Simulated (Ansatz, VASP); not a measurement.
BN in VASP and in Ansatz

```
B N
1.0
     0.00000    1.71050    1.77382
     1.77382    0.00000    1.77382
     1.77382    1.71050    0.00000
B N
1 1
Direct
  0.00000 0.00000 0.00000
  0.75000 0.75000 0.75000
```

Alike in both runs: task single point; functional PBE; k mesh 12 × 12 × 12; occupations gaussian, width 0.05 eV; no spin polarisation.

```csv
,VASP,Ansatz
version,VASP 6.6.1,Ansatz 0.2.0
potentials or method,"VASP PAW PBE potentials, release 64 (B, N), cutoff 520 eV","scalar-relativistic, plane waves, PAW"
valence electrons in the cell,8,8
```

|  | VASP | Ansatz | Ansatz less VASP |
| --- | --- | --- | --- |
| gap on the k mesh at the Fermi level (eV) | 3.86 | 3.88 | +0.016 |
| least direct gap on the mesh (eV) | 8.86 | 8.87 | +0.014 |

With one functional, cell and mesh, what is left measures potentials, basis and numerics.
